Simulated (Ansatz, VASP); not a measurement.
AlCoC4N4: VASP beside Ansatz

```
Al Co C N
1.0
     5.66080    0.00000    0.00000
     0.00000    5.66080    0.00000
     0.00000    0.00000    5.66080
Al Co C N
1 1 4 4
Direct
  0.50000 0.50000 0.50000
  0.00000 0.00000 0.00000
  0.19175 0.19175 0.19175
  0.19175 0.80825 0.80825
  0.80825 0.19175 0.80825
  0.80825 0.80825 0.19175
  0.31206 0.31206 0.31206
  0.31206 0.68794 0.68794
  0.68794 0.31206 0.68794
  0.68794 0.68794 0.31206
```

Alike in both runs: functional PBE; k mesh 4 × 4 × 4; occupations gaussian, width 0.1 eV; collinear spin.

Ansatz relaxed the structure, and its values are those at the end. VASP's run is a single point on that final structure, the one shown.

```csv
,VASP,Ansatz
version,VASP 6.6.1,Ansatz 0.2.0
potentials or method,"VASP PAW PBE potentials, release 64 (Al, Co, C, N), cutoff 520 eV","scalar-relativistic, plane waves, PAW"
valence electrons in the cell,48,56
```

Ansatz gave:

```
gap on the k mesh at the Fermi level (eV)                     : none
pressure (GPa)                                                : -0.3
rms of the force components (eV/Å)                            : 0.018
net moment per atom (μB)                                      : 0.20
size of the moment on the site where the two differ most (μB) : 1.38
```

What did VASP give for the same quantities?

gap on the k mesh at the Fermi level (eV): none; pressure (GPa): 0.1; rms of the force components (eV/Å): 0.178; net moment per atom (μB): 0.20; size of the moment on the site where the two differ most (μB): 1.56.

Site moments also hang on the region over which each program counts them. A gap of «none» marks a metal or a gap that the smearing closes. One of these differences is far larger than is usual between the two programs; its cause wasn't traced. VASP's potentials hold 48 valence electrons a cell and Ansatz's 56, so a difference there can come from the potentials and not from the codes.

Noted on VASP's run: the standard files for N, O and F lose accuracy on very short bonds.
